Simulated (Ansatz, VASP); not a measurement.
**One calculation of Ga2O3, two programs**

Contents of POSCAR:

```
Ga2O3
1.0
    6.0661391547     -1.5043623772     -0.0026304686
    6.0661391547      1.5043623772     -0.0026304686
   -1.3698023029      0.0000000000      5.6779835522
Ga O
4 6
Direct
    0.3414236716      0.3414236716      0.6843122148
    0.6585763284      0.6585763284      0.3156877852
    0.9072289688      0.9072289688      0.2017713127
    0.0927710312      0.0927710312      0.7982286873
    0.5044158742      0.5044158742      0.7461284260
    0.4955841258      0.4955841258      0.2538715740
    0.8274178591      0.8274178591      0.4379403488
    0.1725821409      0.1725821409      0.5620596512
    0.1665664389      0.1665664389      0.1104191579
    0.8334335611      0.8334335611      0.8895808421
```

The input INCAR.step1:

```
PREC = Accurate
ENCUT = 520
ISMEAR = 0
SIGMA = 0.01
LREAL = False
LASPH = True
NELM = 60
NBANDS = 55
GGA = PE
ALGO = Normal
EDIFF = 1E-4
LWAVE = True
LCHARG = False
```

Contents of INCAR.step2:

```
PREC = Accurate
ENCUT = 520
EDIFF = 1E-6
ISMEAR = 0
SIGMA = 0.01
LREAL = False
LASPH = True
NELM = 60
ALGO = Normal
ISIF = 2
LWAVE = False
LCHARG = False
METAGGA = R2SCAN
LMIXTAU = True
NBANDS = 55
ISTART = 1
```

File KPOINTS:

```
regular mesh
0
Gamma
  8 8 4
```

Input for Ansatz:

```yaml
crystal:
  lattice:
    - [6.0661391547, -1.5043623772, -0.0026304686]
    - [6.0661391547, 1.5043623772, -0.0026304686]
    - [-1.3698023029, 0.0, 5.6779835522]
  atoms:
    - { symbol: Ga, position: [0.3414236716, 0.3414236716, 0.6843122148] }
    - { symbol: Ga, position: [0.6585763284, 0.6585763284, 0.3156877852] }
    - { symbol: Ga, position: [0.9072289688, 0.9072289688, 0.2017713127] }
    - { symbol: Ga, position: [0.0927710312, 0.0927710312, 0.7982286873] }
    - { symbol: O, position: [0.5044158742, 0.5044158742, 0.746128426] }
    - { symbol: O, position: [0.4955841258, 0.4955841258, 0.253871574] }
    - { symbol: O, position: [0.8274178591, 0.8274178591, 0.4379403488] }
    - { symbol: O, position: [0.1725821409, 0.1725821409, 0.5620596512] }
    - { symbol: O, position: [0.1665664389, 0.1665664389, 0.1104191579] }
    - { symbol: O, position: [0.8334335611, 0.8334335611, 0.8895808421] }
kpoints:
  mp_grid: { grid: [8, 8, 4] }
  band_path:
    path:
      - [0.0, 0.0, 0.0]
      - [-0.266303588, 0.266303588, 0.0]
      - [-0.733696412, -0.266303588, 0.0]
      - [-0.5, -0.5, 0.0]
      - [-0.5, -0.5, 0.5]
      - [-0.7419050365, -0.2580949635, 0.5]
      - [-0.2580949635, 0.2580949635, 0.5]
      - [0.0, 0.0, 0.5]
      - [-0.5, 0.0, 0.5]
      - [0.442708, -0.447917, -0.5]
    npoints: 1
hamiltonian:
  xc: r2scan
scf:
  occupations: { method: fixed }
  n_extra_bands: 6
output:
  forces: true
  stress: true
  eigenvalues: true
  write_density: true
  write_potential: true
  elf: true
  volumetric_format: npy
```

Change from the starting cell: epitaxial_xy strain -1.0%.

Alike in both runs: task single point; functional r2SCAN; k mesh 8 × 8 × 4; no spin polarisation.

```csv
,VASP,Ansatz
version,VASP 6.6.1,Ansatz 0.2.0
potentials or method,"VASP PAW PBE potentials, release 64 (Ga_d, O)","plane waves, PAW"
plane-wave cutoff (eV),520,500
occupations,"gaussian, width 0.01 eV",fixed
valence electrons in the cell,88,88
```

|  | VASP | Ansatz | Ansatz less VASP |
| --- | --- | --- | --- |
| gap on the k mesh at the Fermi level (eV) | 3.11 | 3.13 | +0.020 |
| pressure (GPa) | 4.3 | 2.4 | -1.93 |
| traceless stress, the component that is largest in VASP (GPa) | -2.39 | -2.37 | +0.026 |
| rms of the force components (eV/Å) | 0.038 | 0.002 | -0.0364 |

VASP's potentials were made for PBE, not for r2SCAN. Atom by atom the forces differ by 0.039 eV/Å (rms over components).
